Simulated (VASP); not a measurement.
# InP (Pm-3m) in VASP: a series of runs, part 2 of 2

VASP 6.6.1. The steps go on from the part before.

## Step 4: Single point, PBEsol

INCAR reads:

```
PREC = Accurate
ENCUT = 520
EDIFF = 1E-6
ISMEAR = 1
SIGMA = 0.2
LREAL = False
LASPH = True
NELM = 80
ALGO = Normal
ISIF = 2
LWAVE = False
LCHARG = True
GGA = PS
LELF = True
LVHAR = True
NBANDS = 16
```

KPOINTS reads:

```
Automatic mesh
0
Gamma
  6 6 6
```

POSCAR reads:

```
InP
1.0
    3.4133991310      0.0000000000      0.0000000000
    0.0000000000      3.4133991310      0.0000000000
    0.0000000000      0.0000000000      3.4133991310
In P
1 1
Direct
    0.0000000000      0.0000000000      0.0000000000
    0.5000000000      0.5000000000      0.5000000000
```

Potentials or basis: VASP PAW PBE potentials, release 64 (In_d, P).

Command:

```bash
$ cat potpaw_PBE.64/In_d/POTCAR potpaw_PBE.64/P/POTCAR > POTCAR
$ mpirun -np 1 vasp_std > vasp.out
```

OUTCAR:

```text
PREC = Accurate
   ENCUT = 520
   EDIFF = 1E-6
   ISMEAR = 1
   LREAL = False
   LASPH = True
   NELM = 80
   ISIF = 2
   GGA = PS

 ion  position               nearest neighbor table
   1  0.000  0.000  0.000-   2 2.96   2 2.96   2 2.96   2 2.96   2 2.96   2 2.96   2 2.96   2 2.96

   2  0.500  0.500  0.500-   1 2.96   1 2.96   1 2.96   1 2.96   1 2.96   1 2.96   1 2.96   1 2.96

  LATTYP: Found a simple cubic cell.
 ALAT       =     3.4133991310

  Lattice vectors:

 A1 = (   3.4133991310,   0.0000000000,   0.0000000000)
 A2 = (   0.0000000000,   3.4133991310,   0.0000000000)
 A3 = (   0.0000000000,   0.0000000000,   3.4133991310)

Analysis of symmetry for initial positions (statically):
=====================================================================
 Subroutine PRICEL returns:
 Original cell was already a primitive cell.

 Routine SETGRP: Setting up the symmetry group for a
 simple cubic supercell.

 Subroutine GETGRP returns: Found 48 space group operations
 (whereof 48 operations were pure point group operations)
 out of a pool of 48 trial point group operations.

The static configuration has the point symmetry O_h .

Analysis of symmetry for dynamics (positions and initial velocities):
[... 154 lines left out ...]

 E-fermi :   8.0784     XC(G=0): -10.9831

 val. band max:        7.9250739942   @ k =   0.3333   0.3333   0.0000
 cond. band min:       8.1555846513   @ k =   0.5000   0.5000   0.1667
 fundamental gap:      0.2305106571
 Fermi energy:         8.0783610880

 k-point     1 :       0.0000    0.0000    0.0000
  band No.  band energies     occupation
      1      -6.4276      2.00000
      2      -6.4276      2.00000
      3      -6.1259      2.00000
      4      -6.1259      2.00000
      5      -6.1259      2.00000
      6      -4.5884      2.00000
[... 357 lines left out ...]
      3      -6.3891      2.00000
      4      -6.0000      2.00000
      5      -6.0000      2.00000
      6      -0.1759      2.00000
[... 8 lines left out ...]
     15      25.3289      0.00000
     16      25.7779      0.00000

------------------------ aborting loop because EDIFF is reached ----------------------------------------

  FORCE on cell =-STRESS in cart. coord.  units (eV):
  Direction    XX          YY          ZZ          XY          YZ          ZX
  --------------------------------------------------------------------------------------
  -------------------------------------------------------------------------------------
  Total       -0.5516348     -0.5516348     -0.5516348     -0.0000000     -0.0000000      0.0000000
  in kB      -22.2229134    -22.2229134    -22.2229134     -0.0000000     -0.0000000      0.0000000
  external PRESSURE =     -22.2229134 kB  Pullay stress =       0.0000000 kB

 VOLUME and BASIS-vectors are now :
 -----------------------------------------------------------------------------
  energy-cutoff  :      520.00
  volume of cell :       39.77
      direct lattice vectors                 reciprocal lattice vectors
     3.413399131  0.000000000  0.000000000     0.292963103  0.000000000  0.000000000
     0.000000000  3.413399131  0.000000000     0.000000000  0.292963103  0.000000000
     0.000000000  0.000000000  3.413399131     0.000000000  0.000000000  0.292963103

 POSITION                                       TOTAL-FORCE (eV/Angst)
 -----------------------------------------------------------------------------------
      0.00000      0.00000      0.00000         0.000000      0.000000      0.000000
      1.70670      1.70670      1.70670         0.000000      0.000000      0.000000
 -----------------------------------------------------------------------------------
    total drift:                                0.000000      0.000000     -0.000000

  FREE ENERGIE OF THE ION-ELECTRON SYSTEM (eV)
  ---------------------------------------------------
  free  energy   TOTEN  =        -8.1230880115 eV

  energy  without entropy=       -8.1249582446  energy(sigma->0) =       -8.12371142
```

Wall time 22 s (1 thread of AMD EPYC 7R13, shared host); peak memory 0.13 GiB.

Results:

- Free energy: -8.1231 eV
- Pressure: -2.2 GPa
- Band gap on the k mesh: zero (band 9 reaches 9.02 eV, above the bottom of band 10 at 6.47 eV)

Levels at points of the mesh, in eV from the Fermi level:
```csv
k point,band 6,band 7,band 8,band 9,band 10,band 11,band 12,band 13
"(0.00, 0.00, 0.00)",-12.67,-1.42,-0.87,-0.87,-0.87,4.69,4.69,10.22
"(0.50, 0.00, 0.00)",-10.73,-7.67,0.85,0.85,2.71,3.78,5.05,5.05
"(0.50, 0.50, 0.00)",-8.83,-4.98,-4.98,-3.81,1.25,6.80,6.80,7.76
"(0.50, 0.50, 0.50)",-8.25,-2.32,-2.32,-2.32,-0.59,-0.32,-0.32,-0.32
```

Caveat: the PAW data sets were made with another functional, which shifts forces and pressure a little; spin-orbit coupling is left out, which moves the levels of the heavy elements.
